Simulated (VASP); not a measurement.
Set up this calculation in VASP 6.6.1, as the native input.

```
Task                   : single point
Functional             : LDA
Potentials or basis    : VASP PAW LDA potentials, release 64 (Te, Nb_sv)
Cutoff                 : 520 eV
k mesh                 : 8 × 8 × 7
Occupations            : fermi-dirac, width 0.05 eV
Spin                   : no spin polarisation
Dipole correction      : no
Further INCAR settings : ALGO = Normal; EDIFF = 1e-06; NBANDS = 16
```

The structure of NbTe lies in POSCAR:

```
NbTe
1.0
    3.6273822700      0.0000000000      0.0000000000
   -1.8136911350      3.1414051951      0.0000000000
    0.0000000000      0.0000000000      3.6187977783
Te Nb
1 1
Direct
    0.6666666667      0.3333333333      0.0000000000
    0.0000000000      0.0000000000      0.5000000000
```

This cell differs from its parent crystal: volume scaled by 0.94.

One way to write it, as run:

INCAR

```
PREC     = Accurate       # precision mode
ENCUT    = 520            # plane-wave cutoff, eV
EDIFF    = 1E-6           # SCF threshold, eV
ISMEAR   = -1             # smearing method
SIGMA    = 0.05           # smearing width, eV
LREAL    = F              # projectors in reciprocal space
LASPH    = T              # aspherical terms in the spheres
NELM     = 100            # most SCF steps
ALGO     = Normal         # electronic algorithm
ISIF     = 2              # what is computed and relaxed
LWAVE    = F              # write WAVECAR
LCHARG   = F              # write CHGCAR
GGA      = CA             # functional
NBANDS   = 16             # bands
```

KPOINTS

```
regular mesh
0
Gamma
  8 8 7
```

Potentials or basis: VASP PAW LDA potentials, release 64 (Te, Nb_sv).

Launch:

```bash
$ cat potpaw_LDA.64/Te/POTCAR potpaw_LDA.64/Nb_sv/POTCAR > POTCAR
$ mpirun -np 1 vasp_std > vasp.out
```

Results of the run:

- Pressure: 0.2 GPa

Wall time 11 s on 1 thread of Intel Xeon 6975P-C, on a shared host, peak memory 0.16 GiB.
